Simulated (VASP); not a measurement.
# FeCo3 (Pm-3m) in VASP: notebook, part 2 of 2

VASP 6.6.1. Earlier steps stand in the parts before.

### 4 Single point, PBEsol, collinear spin, ferromagnetic start

File INCAR:

```
SYSTEM = FeCo3
PREC     = Accurate       ! precision mode
ENCUT    = 520            ! plane-wave cutoff, eV
EDIFF    = 1E-6           ! SCF threshold, eV
ISMEAR   = 0              ! smearing method
SIGMA    = 0.2            ! smearing width, eV
LREAL    = .FALSE.        ! projectors in reciprocal space
LASPH    = .TRUE.         ! aspherical terms in the spheres
NELM     = 150            ! most SCF steps
ALGO     = Normal         ! electronic algorithm
ISIF     = 2              ! what is computed and relaxed
LWAVE    = .FALSE.        ! write WAVECAR
LCHARG   = .TRUE.         ! write CHGCAR
ISPIN    = 2              ! spin polarisation
MAGMOM   = 2.85 1.83 1.83 1.83 ! initial moments
LORBIT   = 11             ! projections on sites
LMAXMIX  = 4              ! l up to which the mixer works
GGA      = PS             ! functional
LELF     = .TRUE.         ! ELF
LVHAR    = .TRUE.       
NBANDS   = 30             ! bands
```

File KPOINTS:

```
regular mesh
0
G
  6 6 6
  0 0 0
```

File POSCAR:

```
FeCo3
1.0
    3.5357026200      0.0000000000      0.0000000000
    0.0000000000      3.5357026200      0.0000000000
    0.0000000000      0.0000000000      3.5357026200
Fe Co
1 3
Direct
    0.0000000000      0.0000000000      0.0000000000
    0.5000000000      0.5000000000      0.0000000000
    0.5000000000      0.0000000000      0.5000000000
    0.0000000000      0.5000000000      0.5000000000
```

Potentials or basis: VASP PAW PBE potentials, release 64 (Fe, Co).

Command:

```bash
$ cat potpaw_PBE.64/Fe/POTCAR potpaw_PBE.64/Co/POTCAR > POTCAR
$ mpirun -np 1 vasp_std > vasp.out
```

OUTCAR:

```text
SYSTEM = FeCo3
   PREC = Accurate
   ENCUT = 520
   EDIFF = 1E-6
   ISMEAR = 0
   LREAL = .FALSE.
   LASPH = .TRUE.
   NELM = 150
   ISIF = 2
   ISPIN = 2
   LORBIT = 11
   GGA = PS

 ion  position               nearest neighbor table
   1  0.000  0.000  0.000-   2 2.50   3 2.50   4 2.50   3 2.50   4 2.50   2 2.50   4 2.50   4 2.50
                             2 2.50   3 2.50   3 2.50   2 2.50
   2  0.500  0.500  0.000-   1 2.50   3 2.50   4 2.50   3 2.50   4 2.50   1 2.50   3 2.50   3 2.50
                             1 2.50   4 2.50   4 2.50   1 2.50
   3  0.500  0.000  0.500-   1 2.50   2 2.50   4 2.50   1 2.50   2 2.50   2 2.50   4 2.50   2 2.50
                             1 2.50   4 2.50   1 2.50   4 2.50
   4  0.000  0.500  0.500-   1 2.50   2 2.50   3 2.50   1 2.50   2 2.50   1 2.50   3 2.50   1 2.50
                             2 2.50   3 2.50   2 2.50   3 2.50

  LATTYP: Found a simple cubic cell.
 ALAT       =     3.5357026200

  Lattice vectors:

 A1 = (   3.5357026200,   0.0000000000,   0.0000000000)
 A2 = (   0.0000000000,   3.5357026200,   0.0000000000)
 A3 = (   0.0000000000,   0.0000000000,   3.5357026200)

Analysis of symmetry for initial positions (statically):
[... 1484 lines left out ...]
  --------------------------------------------------------------------------------------
  -------------------------------------------------------------------------------------
  Total       -2.3360334     -2.3360334     -2.3360334     -0.0000000      0.0000000     -0.0000000
  in kB      -84.6764101    -84.6764101    -84.6764101     -0.0000000      0.0000000     -0.0000000
  external PRESSURE =     -84.6764101 kB  Pullay stress =       0.0000000 kB

 VOLUME and BASIS-vectors are now :
 -----------------------------------------------------------------------------
  energy-cutoff  :      520.00
  volume of cell :       44.20
      direct lattice vectors                 reciprocal lattice vectors
     3.535702620  0.000000000  0.000000000     0.282829216  0.000000000  0.000000000
     0.000000000  3.535702620  0.000000000     0.000000000  0.282829216  0.000000000
     0.000000000  0.000000000  3.535702620     0.000000000  0.000000000  0.282829216

 POSITION                                       TOTAL-FORCE (eV/Angst)
 -----------------------------------------------------------------------------------
      0.00000      0.00000      0.00000         0.000000      0.000000      0.000000
      1.76785      1.76785      0.00000         0.000000      0.000000      0.000000
      1.76785      0.00000      1.76785         0.000000      0.000000      0.000000
      0.00000      1.76785      1.76785         0.000000      0.000000      0.000000
 -----------------------------------------------------------------------------------
    total drift:                                0.000000      0.000000      0.000000

  FREE ENERGIE OF THE ION-ELECTRON SYSTEM (eV)
  ---------------------------------------------------
  free  energy   TOTEN  =       -31.9978685945 eV

  energy  without entropy=      -31.8973757580  energy(sigma->0) =      -31.94762218

 total charge

# of ion       s       p       d       tot
------------------------------------------
    1        0.487   0.534   6.205   7.227
    2        0.491   0.523   7.254   8.268
    3        0.491   0.523   7.254   8.268
    4        0.491   0.523   7.254   8.268
--------------------------------------------------
tot          1.959   2.104  27.969  32.032

 magnetization (x)

# of ion       s       p       d       tot
------------------------------------------
    1       -0.004  -0.031   2.615   2.580
    2       -0.018  -0.046   1.674   1.611
    3       -0.018  -0.046   1.674   1.611
    4       -0.018  -0.046   1.674   1.611
--------------------------------------------------
tot         -0.057  -0.168   7.638   7.412
```

OSZICAR:

```text
N       E                     dE             d eps       ncg     rms          rms(c)
DAV:   1     0.228100765253E+03    0.22810E+03   -0.15512E+04  2504   0.156E+03
DAV:   2    -0.229295357495E+02   -0.25103E+03   -0.23342E+03  2400   0.302E+02
DAV:   3    -0.367718316268E+02   -0.13842E+02   -0.13062E+02  2646   0.971E+01
DAV:   4    -0.369756962524E+02   -0.20386E+00   -0.20366E+00  2766   0.122E+01
DAV:   5    -0.369844812018E+02   -0.87849E-02   -0.87844E-02  3590   0.191E+00    0.226E+01
DAV:   6    -0.328046687386E+02    0.41798E+01   -0.29840E+01  2652   0.801E+01    0.124E+01
DAV:   7    -0.322126611395E+02    0.59201E+00   -0.37764E+00  2714   0.342E+01    0.926E+00
DAV:   8    -0.323049101610E+02   -0.92249E-01   -0.20443E+00  2802   0.280E+01    0.878E+00
DAV:   9    -0.320128777157E+02    0.29203E+00   -0.38328E-01  2950   0.160E+01    0.276E+00
DAV:  10    -0.319993337275E+02    0.13544E-01   -0.47504E-02  3424   0.233E+00    0.100E+00
DAV:  11    -0.319978756721E+02    0.14581E-02   -0.35974E-03  2820   0.618E-01    0.509E-01
DAV:  12    -0.319979508426E+02   -0.75171E-04   -0.75425E-04  4120   0.496E-01    0.230E-01
DAV:  13    -0.319978709385E+02    0.79904E-04   -0.21014E-04  3440   0.173E-01    0.512E-02
DAV:  14    -0.319978671528E+02    0.37858E-05   -0.28917E-05  3744   0.716E-02    0.283E-02
DAV:  15    -0.319978697579E+02   -0.26051E-05   -0.74739E-06  2570   0.344E-02    0.148E-02
DAV:  16    -0.319978687240E+02    0.10339E-05   -0.44890E-07  1628   0.171E-02    0.465E-03
DAV:  17    -0.319978685945E+02    0.12948E-06   -0.30616E-07  1596   0.745E-03
   1 F= -.31997869E+02 E0= -.31947622E+02  d E =-.100493E+00  mag=     7.3959
```

stdout:

```text
POSCAR found type information on POSCAR FeCo
 POSCAR found :  2 types and       4 ions
 scaLAPACK will be used
 -----------------------------------------------------------------------------
|                                                                             |
|                                                                             |
|     You enforced a specific xc type in the INCAR file but a different       |
|     I HOPE YOU KNOW WHAT YOU ARE DOING!                                     |
|                                                                             |
 -----------------------------------------------------------------------------

 LDA part: xc-table for (Slater+PW92), standard interpolation
 POSCAR, INCAR and KPOINTS ok, starting setup
 FFT: planning ... GRIDC
 FFT: planning ... GRID_SOFT
 FFT: planning ... GRID
 WAVECAR not read
 entering main loop
```

Run time: 32 s. Hardware: 1 thread of Intel Xeon 6975P-C (Granite Rapids), shared host; peak memory 0.19 GiB.

Results:

```
Free energy                                           : -31.9979 eV
Pressure                                              : -8.5 GPa
Net moment                                            : 7.40 μB per cell
Site moments                                          : Fe +2.58; Co +1.61 μB
Valence electrons inside the program's atomic spheres : Fe 7.23; Co 8.27
```

Caveat: the cell stands under tension; the PAW data sets were made with another functional, which shifts forces and pressure a little.

### 5 Single point, PBEsol, collinear spin, ferromagnetic start

File INCAR:

```
SYSTEM = FeCo3
ALGO = Fast ; EDIFF = 1E-6
ENCUT = 520 ; GGA = PS
ISIF = 2 ; ISMEAR = 0
ISPIN = 2 ; LASPH = .TRUE.
LCHARG = .TRUE. ; LELF = .TRUE.
LMAXMIX = 4 ; LORBIT = 11
LREAL = .FALSE. ; LVHAR = .TRUE.
LWAVE = .FALSE. ; MAGMOM = 2.85 1.83 1.83 1.83
NBANDS = 30 ; NELM = 150
PREC = Accurate ; SIGMA = 0.4
```

File KPOINTS:

```
k-points
0
G
  6 6 6
  0 0 0
```

POSCAR is that of step 4.

Command:

```bash
$ cat potpaw_PBE.64/Fe/POTCAR potpaw_PBE.64/Co/POTCAR > POTCAR
$ mpirun -np 1 vasp_std > vasp.out
```

Run time: 32 s. Hardware: 1 thread of Intel Xeon 6975P-C (Granite Rapids), shared host; peak memory 0.19 GiB.

It converged, with:

```yaml
Free_energy: -32.1460 eV
Pressure: -9.0 GPa
Net_moment: 7.14 μB per cell
Site_moments: Fe +2.52; Co +1.55 μB
Valence_electrons_inside_the_program's_atomic_spheres: Fe 7.22; Co 8.27
```

Levels at points of the mesh, in eV from the Fermi level:
Spin up:
| k point | band 17 | band 18 | band 19 | band 20 | band 21 | band 22 | band 23 | band 24 | band 25 | band 26 |
| --- | --- | --- | --- | --- | --- | --- | --- | --- | --- | --- |
| (0.00, 0.00, 0.00) | -0.36 | -0.36 | -0.20 | -0.20 | -0.20 | 2.53 | 2.53 | 2.53 | 9.58 | 9.58 |
| (0.50, 0.00, 0.00) | -1.55 | -1.52 | -1.08 | -1.07 | -0.36 | -0.19 | 7.98 | 7.98 | 7.99 | 7.99 |
| (0.50, 0.50, 0.00) | -1.38 | -1.34 | -1.34 | -1.29 | 1.12 | 1.12 | 1.29 | 1.30 | 11.67 | 11.79 |
| (0.50, 0.50, 0.50) | -0.52 | -0.52 | -0.50 | -0.50 | -0.25 | -0.24 | -0.24 | -0.24 | 6.18 | 6.18 |
Spin down:
```csv
k point,band 11,band 12,band 13,band 14,band 15,band 16,band 17,band 18
"(0.00, 0.00, 0.00)",0.52,0.52,1.26,1.38,1.38,1.38,1.76,1.76
"(0.50, 0.00, 0.00)",-0.52,-0.34,-0.05,-0.05,0.22,0.45,0.45,0.78
"(0.50, 0.50, 0.00)",-1.43,-1.23,-0.22,-0.22,-0.18,0.18,0.25,0.70
"(0.50, 0.50, 0.50)",-0.73,-0.73,-0.23,-0.12,-0.12,-0.12,1.21,1.21
```

Caveat: the cell stands under tension; so wide a smearing shifts energies and pressures; the PAW data sets were made with another functional, which shifts forces and pressure a little.

### 6 Single point, PBEsol, collinear spin, ferromagnetic start

File INCAR:

```
SYSTEM = FeCo3
  ALGO = Fast
  EDIFF = 1E-6
  ENCUT = 520
  GGA = PS
  ISIF = 2
  ISMEAR = 0
  ISPIN = 2
  LASPH = .TRUE.
  LCHARG = .FALSE.
  LMAXMIX = 4
  LORBIT = 11
  LREAL = .FALSE.
  LWAVE = .FALSE.
  MAGMOM = 2.85 1.83 1.83 1.83
  NBANDS = 30
  NELM = 150
  PREC = Accurate
  SIGMA = 0.1
```

File KPOINTS:

```
k-points
0
G
  8 8 8
  0 0 0
```

POSCAR is that of step 5.

Potentials or basis: VASP PAW PBE potentials, release 64 (Fe, Co).

Command:

```bash
$ cat potpaw_PBE.64/Fe/POTCAR potpaw_PBE.64/Co/POTCAR > POTCAR
$ mpirun -np 1 vasp_std > vasp.out
```

OUTCAR:

```text
SYSTEM = FeCo3
   EDIFF = 1E-6
   ENCUT = 520
   GGA = PS
   ISIF = 2
   ISMEAR = 0
   ISPIN = 2
   LASPH = .TRUE.
   LORBIT = 11
   LREAL = .FALSE.
   NELM = 150
   PREC = Accurate

 ion  position               nearest neighbor table
   1  0.000  0.000  0.000-   2 2.50   3 2.50   4 2.50   3 2.50   4 2.50   2 2.50   4 2.50   4 2.50
                             2 2.50   3 2.50   3 2.50   2 2.50
   2  0.500  0.500  0.000-   1 2.50   3 2.50   4 2.50   3 2.50   4 2.50   1 2.50   3 2.50   3 2.50
                             1 2.50   4 2.50   4 2.50   1 2.50
   3  0.500  0.000  0.500-   1 2.50   2 2.50   4 2.50   1 2.50   2 2.50   2 2.50   4 2.50   2 2.50
                             1 2.50   4 2.50   1 2.50   4 2.50
[... 1775 lines left out ...]
     0.000000000  3.535702620  0.000000000     0.000000000  0.282829216  0.000000000
     0.000000000  0.000000000  3.535702620     0.000000000  0.000000000  0.282829216

 POSITION                                       TOTAL-FORCE (eV/Angst)
 -----------------------------------------------------------------------------------
      0.00000      0.00000      0.00000         0.000000      0.000000      0.000000
      1.76785      1.76785      0.00000         0.000000      0.000000      0.000000
      1.76785      0.00000      1.76785         0.000000      0.000000      0.000000
      0.00000      1.76785      1.76785         0.000000      0.000000      0.000000
 -----------------------------------------------------------------------------------
    total drift:                                0.000000      0.000000      0.000000

  FREE ENERGIE OF THE ION-ELECTRON SYSTEM (eV)
  ---------------------------------------------------
  free  energy   TOTEN  =       -31.9921030886 eV

  energy  without entropy=      -31.9711330071  energy(sigma->0) =      -31.98161805

 total charge

# of ion       s       p       d       tot
------------------------------------------
    1        0.487   0.533   6.208   7.228
    2        0.490   0.523   7.255   8.268
    3        0.490   0.523   7.255   8.268
    4        0.490   0.523   7.255   8.268
--------------------------------------------------
tot          1.957   2.103  27.973  32.032

 magnetization (x)

# of ion       s       p       d       tot
------------------------------------------
    1       -0.005  -0.033   2.601   2.563
    2       -0.018  -0.048   1.663   1.597
    3       -0.018  -0.048   1.663   1.597
    4       -0.018  -0.048   1.663   1.597
--------------------------------------------------
tot         -0.059  -0.177   7.589   7.353
```

OSZICAR:

```text
N       E                     dE             d eps       ncg     rms          rms(c)
DAV:   1     0.227514142144E+03    0.22751E+03   -0.15320E+04  4464   0.155E+03
DAV:   2    -0.231722098377E+02   -0.25069E+03   -0.23279E+03  4200   0.301E+02
DAV:   3    -0.367288111040E+02   -0.13557E+02   -0.12806E+02  4614   0.962E+01
DAV:   4    -0.369288322360E+02   -0.20002E+00   -0.19982E+00  4866   0.121E+01
DAV:   5    -0.369371611455E+02   -0.83289E-02   -0.83284E-02  6326   0.187E+00    0.226E+01
RMM:   6    -0.327344738794E+02    0.42027E+01   -0.29203E+01  4546   0.546E+01    0.145E+01
RMM:   7    -0.323125014778E+02    0.42197E+00   -0.34015E+00  4385   0.210E+01    0.116E+01
RMM:   8    -0.323880739899E+02   -0.75573E-01   -0.67772E-01  4512   0.806E+00    0.966E+00
RMM:   9    -0.320120619747E+02    0.37601E+00   -0.16841E-01  4646   0.396E+00    0.255E+00
RMM:  10    -0.319930527222E+02    0.19009E-01   -0.43027E-02  4957   0.117E+00    0.112E+00
RMM:  11    -0.319924865865E+02    0.56614E-03   -0.91728E-03  5283   0.734E-01    0.544E-01
RMM:  12    -0.319921732724E+02    0.31331E-03   -0.19349E-03  5411   0.276E-01    0.202E-01
RMM:  13    -0.319921000088E+02    0.73264E-04   -0.45411E-04  5632   0.130E-01    0.770E-02
RMM:  14    -0.319921061452E+02   -0.61364E-05   -0.88057E-05  5694   0.610E-02    0.384E-02
RMM:  15    -0.319921027916E+02    0.33536E-05   -0.24542E-05  5655   0.258E-02    0.158E-02
RMM:  16    -0.319921030886E+02   -0.29697E-06   -0.39070E-06  3979   0.108E-02
   1 F= -.31992103E+02 E0= -.31981618E+02  d E =-.209701E-01  mag=     7.3314
```

Wall time 49 s (1 thread of Intel Xeon 6975P-C (Granite Rapids), shared host); peak memory 0.21 GiB.

Results:

```yaml
Free_energy: -31.9921 eV
Pressure: -9.2 GPa
Net_moment: 7.33 μB per cell
Site_moments: Fe +2.56; Co +1.60 μB
Valence_electrons_inside_the_program's_atomic_spheres: Fe 7.23; Co 8.27
```

Caveat: the cell stands under tension; the PAW data sets were made with another functional, which shifts forces and pressure a little.

### 7 Summary

```csv
k mesh,smearing,gap on the mesh (eV),pressure (GPa),moment (μB)
6 × 6 × 6,gaussian 0.01 eV,none,-8.5,7.42
6 × 6 × 6,gaussian 0.05 eV,none,-8.0,7.54
6 × 6 × 6,gaussian 0.2 eV,none,-8.5,7.40
6 × 6 × 6,gaussian 0.4 eV,none,-9.0,7.14
8 × 8 × 8,gaussian 0.1 eV,none,-9.2,7.33
```

Alike in all rows: task single point; level PBEsol; potentials or basis VASP PAW PBE potentials, release 64 (Fe, Co); spin collinear, ferromagnetic start; cell as given; cutoff (eV) 520.

Caveats: the cell stands under tension; the PAW data sets were made with another functional, which shifts forces and pressure a little; so wide a smearing shifts energies and pressures (at least some runs).

Total energies depend on the potentials used, so only differences within one code and one set of settings carry meaning.
